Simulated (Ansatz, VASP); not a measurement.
Ga: VASP beside Ansatz

```xyz
4
Lattice="2.2085 -3.7461 0.0000 2.2085 3.7461 0.0000 0.0000 0.0000 4.4388" Properties=species:S:1:pos:R:3 pbc="T T T"
Ga    2.2085   -1.1688    1.8449
Ga    2.2085   -2.5773    4.0643
Ga    2.2085    1.1688    2.5939
Ga    2.2085    2.5773    0.3745
```

Alike in both runs: functional LDA; k mesh 12 × 12 × 10; occupations gaussian, width 0.1 eV; no spin polarisation.

Ansatz relaxed the structure, and its values are those at the end. VASP's run is a single point on that final structure, the one shown.

|  | VASP | Ansatz |
| --- | --- | --- |
| version | VASP 6.6.1 | Ansatz 0.2.0 |
| potentials or method | VASP PAW LDA potentials, release 64 (Ga_d), cutoff 520 eV | scalar-relativistic, plane waves, PAW |
| valence electrons in the cell | 52 | 52 |

```csv
,VASP,Ansatz,Ansatz less VASP
gap on the k mesh at the Fermi level (eV),none,none,-
pressure (GPa),0.2,0.0,-0.21
```

Ansatz warns that its potentials were made for another functional, while VASP's fit it. LDA's correlation is that of Perdew and Zunger in VASP and of Perdew and Wang (1992) in Ansatz. A gap of «none» marks a metal or a gap that the smearing closes.
